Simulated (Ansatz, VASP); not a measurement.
**AgCl in VASP and in Ansatz**

```xyz
2
Lattice="-0.0555 2.7454 2.7454 2.7454 -0.0555 2.7454 2.7454 2.7454 -0.0555" Properties=species:S:1:pos:R:3 pbc="T T T"
Ag    2.7177    2.7177    2.7177
Cl    0.0000    0.0000    0.0000
```

Change from the starting cell: equal xy, yz and zx shear strains of -2 %.

Alike in both runs: task single point; functional LDA; k mesh 8 × 8 × 8; occupations fermi-dirac, width 0.02 eV; no spin polarisation.

|  | VASP | Ansatz |
| --- | --- | --- |
| version | VASP 6.6.1 | Ansatz 0.2.0 |
| potentials or method | VASP PAW LDA potentials, release 64 (Ag, Cl), cutoff 520 eV | all-electron LAPW, scalar-relativistic |

|  | VASP | Ansatz | Ansatz less VASP |
| --- | --- | --- | --- |
| pressure (GPa) | -5.6 | -5.6 | +0.01 |
| traceless stress, the component that is largest in VASP (GPa) | 0.16 | 0.16 | 0.000 |

LDA's correlation is that of Perdew and Zunger in VASP and of Perdew and Wang (1992) in Ansatz. Ansatz ran all-electron here, and VASP with PAW potentials.
